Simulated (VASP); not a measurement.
Write the native input for VASP 6.6.1 that does the following.

- Task: single point
- Functional: BHLYP
- Potentials or basis: VASP PAW PBE potentials, release 64 (Pd)
- Cutoff: 520 eV
- k mesh: 6 × 6 × 6
- Occupations: fermi-dirac, width 0.05 eV
- Spin: no spin polarisation
- Dipole correction: no
- Grid for exact exchange (PRECFOCK): Normal
- Further INCAR settings: ALGO = Normal; EDIFF = 1e-07; NBANDS = 11
- Share of exact exchange: 0.5

Crystal: Pd.

```
Pd
1.0
     0.00000    1.93344    1.93344
     1.93344    0.00000    1.93344
     1.93344    1.93344    0.00000
Pd
1
Direct
  0.00000 0.00000 0.00000
```

One way to write it, as run:

POSCAR

```
Pd
1.0
    0.0000000000      1.9334358480      1.9334358480
    1.9334358480      0.0000000000      1.9334358480
    1.9334358480      1.9334358480      0.0000000000
Pd
1
Direct
    0.0000000000      0.0000000000      0.0000000000
```

INCAR.step1

```
SYSTEM = Pd
PREC     = Accurate       ! precision mode
ENCUT    = 520            ! plane-wave cutoff, eV
EDIFF    = 1E-5           ! SCF threshold, eV
ISMEAR   = -1             ! smearing method
SIGMA    = 0.05           ! smearing width, eV
LREAL    = .False.        ! projectors in reciprocal space
LASPH    = .True.         ! aspherical terms in the spheres
NELM     = 60             ! most SCF steps
ALGO     = Normal         ! electronic algorithm
ISIF     = 2              ! what is computed and relaxed
LWAVE    = .True.         ! write WAVECAR
LCHARG   = .False.        ! write CHGCAR
NBANDS   = 11             ! bands
GGA      = PE             ! functional
```

INCAR.step2

```
SYSTEM = Pd
PREC     = Accurate       ! precision mode
ENCUT    = 520            ! plane-wave cutoff, eV
EDIFF    = 1E-7           ! SCF threshold, eV
ISMEAR   = -1             ! smearing method
SIGMA    = 0.05           ! smearing width, eV
LREAL    = .False.        ! projectors in reciprocal space
LASPH    = .True.         ! aspherical terms in the spheres
NELM     = 60             ! most SCF steps
ALGO     = Normal         ! electronic algorithm
ISIF     = 2              ! what is computed and relaxed
LWAVE    = .False.        ! write WAVECAR
LCHARG   = .False.        ! write CHGCAR
GGA      = B5             ! functional
LHFCALC  = .True.         ! exact exchange
AEXX     = 0.5            ! exact-exchange fraction
ALDAX    = 0.5          
AGGAX    = 0.5          
AGGAC    = 1.0          
ALDAC    = 0.0          
PRECFOCK = Normal       
NBANDS   = 11             ! bands
ISTART   = 1
```

KPOINTS

```
Automatic mesh
0
Gamma
  6 6 6
  0 0 0
```

Potentials or basis: VASP PAW PBE potentials, release 64 (Pd).

Command:

```console
$ cat potpaw_PBE.64/Pd/POTCAR > POTCAR
$ cp INCAR.step1 INCAR
$ mpirun -np 1 vasp_std > vasp.out
$ cp INCAR.step2 INCAR
$ mpirun -np 1 vasp_std > vasp.out
```

It gave:

- Pressure: 11.8 GPa
- Band gap on the k mesh: zero (bands 5 and 6 overlap by 4.54 eV)

Caveat: the k points lie up to 0.47 Å⁻¹ apart, too coarse for converged energies and pressures of a metal; the PAW data sets were made with another functional, which shifts forces and pressure a little.

Wall time 9.5 min on 1 thread of Intel(R) Xeon(R) Platinum 8259CL CPU @ 2.50GHz (Skylake/Cascade Lake), with other jobs on the host, peak memory 0.14 GiB.
